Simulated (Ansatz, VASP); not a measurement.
# GaN: VASP beside Ansatz

```xyz
4
Lattice="3.2081 0.0000 0.0000 -1.6041 2.7783 0.0000 0.0000 0.0000 5.1850" Properties=species:S:1:pos:R:3 pbc="T T T"
Ga    0.0000    1.8522   -0.0021
Ga    1.6041    0.9261    2.5904
N     0.0000    1.8522    1.9569
N     1.6041    0.9261    4.5494
```

Alike in both runs: functional LDA; k mesh 8 × 8 × 5; occupations gaussian, width 0.05 eV; no spin polarisation.

Ansatz relaxed the structure, and its values are those at the end. VASP's run is a single point on that final structure, the one shown.

|  | VASP | Ansatz |
| --- | --- | --- |
| version | VASP 6.6.1 | Ansatz 0.2.0 |
| potentials or method | VASP PAW LDA potentials, release 64 (Ga_d, N) | scalar-relativistic, plane waves, PAW |
| plane-wave cutoff (eV) | 520 | 420 |
| valence electrons in the cell | 36 | 36 |

Ansatz gave:

| Quantity | Value |
| --- | --- |
| pressure (GPa) | -8.2 |

Q: What did VASP give for the same quantities?

A: Pressure (GPa): -7.2.

LDA's correlation is that of Perdew and Zunger in VASP and of Perdew and Wang (1992) in Ansatz. Ansatz's warnings: stress scf threshold loose.
